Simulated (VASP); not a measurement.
**BeNi: single point with LDA**

The system is BeNi.

```xyz
2
Lattice="2.5870 0.0000 0.0000 0.0000 2.5870 0.0000 0.0000 0.0000 2.5870" Properties=species:S:1:pos:R:3 pbc="T T T"
Be    0.0000    0.0000    0.0000
Ni    1.2935    1.2935    1.2935
```

| Property | Result |
| --- | --- |
| Program | VASP 6.6.1 |
| Task | single point |
| Functional | LDA |
| Potentials or basis | VASP PAW LDA potentials, release 64 (Be, Ni) |
| Cutoff | 520 eV |
| k mesh | 9 × 9 × 9 |
| Occupations | gaussian, width 0.3 eV |
| Spin | collinear spin, ferromagnetic start |
| Starting moments | [0.11, 0.93] μB |
| Fixed moment | 1.1 μB |
| Dipole correction | no |
| Further INCAR settings | ALGO = Normal; EDIFF = 1e-07; NBANDS = 17 |

```
Pressure                                              : 1.5 GPa
Net moment                                            : 1.10 μB per cell
Site moments                                          : Be +0.10; Ni +0.90 μB
Valence electrons inside the program's atomic spheres : Be 1.17; Ni 9.55
```

It used 32 s of CPU time on 1 thread of AMD EPYC 7R13 Processor (Zen 3), on a shared host.

Caveat: the total moment is fixed, so each spin has its own Fermi level.
